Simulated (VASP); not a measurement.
# Cu3N (Pm-3m) in VASP: density of states with PBE

Aim: the density of states of Cu3N with PBE.

All numbers are computed with VASP 6.6.1; they aren't measurements. Logs are shortened: lines on timing, memory, paths and dates and some standing lists are left out, and cuts for length are marked.

## (1) The cell of the first run

Symmetry: Pm-3m, No. 221, cubic system. Conventional cell: a = 3.807 Å, b = 3.807 Å, c = 3.807 Å, α = 90.00°, β = 90.00°, γ = 90.00°. Within 2.5 Å of Cu (site symmetry 4/mmm) lie 2 N at 1.90 Å. Within 2.5 Å of N (site symmetry m-3m) lie 6 Cu at 1.90 Å.

## (2) Density of states, PBE

POSCAR

```
Cu3N
1.0
    3.8070000000      0.0000000000      0.0000000000
    0.0000000000      3.8070000000      0.0000000000
    0.0000000000      0.0000000000      3.8070000000
Cu N
3 1
Direct
    0.5000000000      0.0000000000      0.0000000000
    0.0000000000      0.5000000000      0.0000000000
    0.0000000000      0.0000000000      0.5000000000
    0.0000000000      0.0000000000      0.0000000000
```

INCAR.step1

```
SYSTEM = Cu3N
PREC = Accurate
ENCUT = 520
EDIFF = 1E-6
ISMEAR = 1
SIGMA = 0.1
LREAL = .FALSE.
LASPH = .TRUE.
NELM = 120
ALGO = Normal
ISIF = 2
LWAVE = .FALSE.
LCHARG = .TRUE.
LMAXMIX = 4
GGA = PE
NBANDS = 27
GGA_COMPAT = .FALSE.
NEDOS = 2001
LORBIT = 11
```

KPOINTS.step1

```
Automatic mesh
0
G
  5 5 5
  0 0 0
```

INCAR.step2

```
SYSTEM = Cu3N
PREC = Accurate
ENCUT = 520
EDIFF = 1E-6
ISMEAR = -5
SIGMA = 0.1
LREAL = .FALSE.
LASPH = .TRUE.
NELM = 120
ALGO = Normal
ISIF = 2
LWAVE = .FALSE.
LCHARG = .FALSE.
LMAXMIX = 4
GGA = PE
LORBIT = 11
NEDOS = 2001
ICHARG = 11
GGA_COMPAT = .FALSE.
```

KPOINTS.step2

```
Automatic mesh
0
G
  8 8 8
  0 0 0
```

Potentials or basis: VASP PAW PBE potentials, release 64 (Cu, N).

The run is started by

```sh
$ cat potpaw_PBE.64/Cu/POTCAR potpaw_PBE.64/N/POTCAR > POTCAR
$ cp INCAR.step1 INCAR
$ cp KPOINTS.step1 KPOINTS
$ mpirun -np 1 vasp_std > vasp.out
$ cp INCAR.step2 INCAR
$ cp KPOINTS.step2 KPOINTS
$ mpirun -np 1 vasp_std > vasp.out
```

OUTCAR:

```text
SYSTEM = Cu3N
   PREC = Accurate
   ENCUT = 520
   EDIFF = 1E-6
   ISMEAR = -5
   LREAL = .FALSE.
   LASPH = .TRUE.
   NELM = 120
   ISIF = 2
   GGA = PE
   LORBIT = 11
   ICHARG = 11

 ion  position               nearest neighbor table
   1  0.500  0.000  0.000-   4 1.90   4 1.90   2 2.69   3 2.69   2 2.69   2 2.69   3 2.69   3 2.69
                             3 2.69   2 2.69
   2  0.000  0.500  0.000-   4 1.90   4 1.90   1 2.69   3 2.69   1 2.69   3 2.69   3 2.69   3 2.69
                             1 2.69   1 2.69
   3  0.000  0.000  0.500-   4 1.90   4 1.90   1 2.69   1 2.69   2 2.69   2 2.69   2 2.69   2 2.69
                             1 2.69   1 2.69
   4  0.000  0.000  0.000-   1 1.90   2 1.90   3 1.90   3 1.90   2 1.90   1 1.90

  LATTYP: Found a simple cubic cell.
 ALAT       =     3.8070000000

  Lattice vectors:

 A1 = (   3.8070000000,   0.0000000000,   0.0000000000)
 A2 = (   0.0000000000,   3.8070000000,   0.0000000000)
 A3 = (   0.0000000000,   0.0000000000,   3.8070000000)

Analysis of symmetry for initial positions (statically):
=====================================================================
 Subroutine PRICEL returns:
 Original cell was already a primitive cell.

 Routine SETGRP: Setting up the symmetry group for a
 simple cubic supercell.

 Subroutine GETGRP returns: Found 48 space group operations
 (whereof 48 operations were pure point group operations)
 out of a pool of 48 trial point group operations.

The static configuration has the point symmetry O_h .

Analysis of symmetry for dynamics (positions and initial velocities):
=====================================================================
 Subroutine PRICEL returns:
 Original cell was already a primitive cell.

 Routine SETGRP: Setting up the symmetry group for a
 simple cubic supercell.

 Subroutine GETGRP returns: Found 48 space group operations
 (whereof 48 operations were pure point group operations)
 out of a pool of 48 trial point group operations.

The dynamic configuration has the point symmetry O_h .

 Subroutine INISYM returns: Found 48 space group operations
 (whereof 48 operations are pure point group operations),
 and found     1 'primitive' translations

----------------------------------------------------------------------------------------

                                     Primitive cell

  volume of cell :      55.1758

  direct lattice vectors                    reciprocal lattice vectors
     3.807000000  0.000000000  0.000000000     0.262674022  0.000000000  0.000000000
[... 96 lines left out ...]
   IBRION =     -1    ionic relax: 0-MD 1-quasi-New 2-CG
   NFREE  =      0    steps in history (QN), initial steepest desc. (CG)
   ISIF   =      2    stress and relaxation
   ISYM   =      2    0-nonsym 1-usesym 2-fastsym
   POTIM  = 0.5000    time-step for ionic-motion
   TEBEG  =    0.0;   TEEND  =   0.0 temperature during run
   PSTRESS=    0.0 pullay stress
   NELECT =      38.0000    total number of electrons
   NUPDOWN=      -1.0000    fix difference up-down
   EMIN   =  10.00;   EMAX   =-10.00  energy-range for DOS
   EFERMI =   0.00;   METHOD = LEGACY
   ISMEAR =    -5;   SIGMA  =   0.10  broadening in eV -4-tet -1-fermi 0-gaus
   EFERMI_NEDOS =   21; number of points for ismear=-14 and -15
   IALGO  =     38    algorithm
   IMIX   =      4    mixing-type and parameters
     AMIX     =   0.40;   BMIX     =  1.00
     AMIX_MAG =   1.60;   BMIX_MAG =  1.00
  volume/ion in A,a.u.               =      13.79        93.09
  Fermi-wavevector in a.u.,A,eV,Ry     =   1.445728  2.732029 28.437924  2.090128
  Thomas-Fermi vector in A             =   2.563877
   LORBIT       =     11    0 simple, 1 ext, 2 COOP (PROOUT), +10 PAW based schemes
   GGA     = PE    functional components
   LHFCALC =     F    Hartree Fock is set to
   AEXX    =    0.0000 exact exchange contribution
   IVDW    =     0    specifies the selected vdW correction
   LEPSILON=     F    determine dielectric tensor
   LRPA    =     F    only Hartree local field effects (RPA)
 non-spin polarized calculation
 Fermi weights with tetrahedron method with Bloechl corrections
  energy-cutoff  :      520.00
  volume of cell :       55.18
 maximum number of plane-waves:      1503

 number of electron      37.9999909 magnetization

 Free energy of the ion-electron system (eV)
  ---------------------------------------------------
  ext. energy  EPLUGINS =         0.00000000
  ---------------------------------------------------
  free energy    TOTEN  =       -18.37937090 eV

  energy without entropy =      -18.37937090  energy(sigma->0) =      -18.37937090

 E-fermi :   4.9727     XC(G=0): -10.8215

 val. band max:        4.9649705344   @ k =   0.5000   0.5000   0.5000
 cond. band min:       5.1683004447   @ k =   0.5000   0.5000   0.0000
 fundamental gap:      0.2033299102
 Fermi energy:         4.9727358758

 k-point     1 :       0.0000    0.0000    0.0000
  band No.  band energies     occupation
      1     -11.9064      2.00000
      2      -0.2982      2.00000
      3       0.1732      2.00000
      4       0.1732      2.00000
      5       0.1732      2.00000
      6       1.0813      2.00000
[... 613 lines left out ...]
     22       9.1991      0.00000
     23       9.9431      0.00000

 [... further k-points ...]
[... 5 lines left out ...]
  --------------------------------------------------------------------------------------
  -------------------------------------------------------------------------------------
  Total        2.1584531      2.1584531      2.1584531      0.0000000     -0.0000000      0.0000000
  in kB       62.6764756     62.6764756     62.6764756      0.0000000     -0.0000000      0.0000000
  external PRESSURE =      62.6764756 kB  Pullay stress =       0.0000000 kB

 VOLUME and BASIS-vectors are now :
 -----------------------------------------------------------------------------
  energy-cutoff  :      520.00
  volume of cell :       55.18
      direct lattice vectors                 reciprocal lattice vectors
     3.807000000  0.000000000  0.000000000     0.262674022  0.000000000  0.000000000
     0.000000000  3.807000000  0.000000000     0.000000000  0.262674022  0.000000000
     0.000000000  0.000000000  3.807000000     0.000000000  0.000000000  0.262674022

 POSITION                                       TOTAL-FORCE (eV/Angst)
 -----------------------------------------------------------------------------------
      1.90350      0.00000      0.00000         0.000000      0.000000      0.000000
      0.00000      1.90350      0.00000         0.000000      0.000000      0.000000
      0.00000      0.00000      1.90350         0.000000      0.000000      0.000000
      0.00000      0.00000      0.00000         0.000000      0.000000      0.000000
 -----------------------------------------------------------------------------------
    total drift:                               -0.000000      0.000000     -0.000000

  FREE ENERGIE OF THE ION-ELECTRON SYSTEM (eV)
  ---------------------------------------------------
  free  energy   TOTEN  =       -18.3793709030 eV

  energy  without entropy=      -18.3793709030  energy(sigma->0) =      -18.37937090

 total charge

# of ion       s       p       d       tot
------------------------------------------
    1        0.426   0.383   9.227  10.036
    2        0.426   0.383   9.227  10.036
    3        0.426   0.383   9.227  10.036
    4        1.204   2.526   0.000   3.730
--------------------------------------------------
tot          2.481   3.676  27.681  33.838
```

OSZICAR.step1:

```text
N       E                     dE             d eps       ncg     rms          rms(c)
DAV:   1     0.298961726791E+03    0.29896E+03   -0.17552E+04   556   0.223E+03
DAV:   2     0.130829187829E+02   -0.28588E+03   -0.27189E+03   543   0.374E+02
DAV:   3    -0.217074163319E+02   -0.34790E+02   -0.32985E+02   707   0.159E+02
DAV:   4    -0.230235503933E+02   -0.13161E+01   -0.13074E+01   748   0.335E+01
DAV:   5    -0.230366608291E+02   -0.13110E-01   -0.13109E-01   689   0.340E+00    0.156E+01
DAV:   6    -0.206404137436E+02    0.23962E+01   -0.35618E+01   716   0.132E+02    0.992E+00
DAV:   7    -0.184014403684E+02    0.22390E+01   -0.93058E+00   656   0.734E+01    0.257E+00
DAV:   8    -0.184234384021E+02   -0.21998E-01   -0.64280E-01   627   0.542E+00    0.149E+00
DAV:   9    -0.183968561227E+02    0.26582E-01   -0.32508E-02   731   0.246E+00    0.267E-01
DAV:  10    -0.183962385674E+02    0.61756E-03   -0.80550E-03   721   0.128E+00    0.123E-01
DAV:  11    -0.183960622728E+02    0.17629E-03   -0.14365E-03   739   0.656E-01    0.550E-02
DAV:  12    -0.183960247460E+02    0.37527E-04   -0.26578E-04   788   0.171E-01    0.884E-03
DAV:  13    -0.183960252939E+02   -0.54799E-06   -0.26481E-05   651   0.460E-02    0.709E-03
DAV:  14    -0.183960257196E+02   -0.42569E-06   -0.45514E-06   577   0.226E-02
   1 F= -.18396026E+02 E0= -.18396460E+02  d E =0.130421E-02
```

Wall time 73 s (1 thread of Intel Xeon 8259CL, shared host); peak memory 0.17 GiB.

Results:

```yaml
Valence_electrons_inside_the_program's_atomic_spheres: Cu 10.04; N 3.73
```
